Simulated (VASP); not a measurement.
Input of a VASP 6.6.1 run:

INCAR

```
SYSTEM = Hf
ALGO = Normal ; EDIFF = 1E-6
ENCUT = 520 ; ISIF = 2
ISMEAR = -1 ; LASPH = .TRUE.
LCHARG = .FALSE. ; LREAL = .FALSE.
LWAVE = .FALSE. ; NBANDS = 11
NELM = 100 ; PREC = Accurate
SIGMA = 0.1
```

The input KPOINTS:

```
k-points
0
G
  18 18 18
  0 0 0
```

Contents of POSCAR:

```
Hf
1.0
    2.8239663908      0.0000000000      0.0000000000
    0.0000000000      2.8239663908      0.0000000000
    0.0000000000      0.0000000000      2.8239663908
Hf
1
Direct
    0.0000000000      0.0000000000      0.0000000000
```

Potentials or basis: VASP PAW LDA potentials, release 64 (Hf_pv).

The run is started by

```bash
$ cat potpaw_LDA.64/Hf_pv/POTCAR > POTCAR
$ mpirun -np 1 vasp_std > vasp.out
```

(1) What does it give for the band gap on the k mesh?

(2) What does it give for the pressure?

## Answers

(1) zero (band 5 reaches 5.23 eV, above the bottom of band 6 at 2.61 eV).

(2) 0.1 GPa.

Caveat: spin-orbit coupling is left out, which moves the levels of the heavy elements.
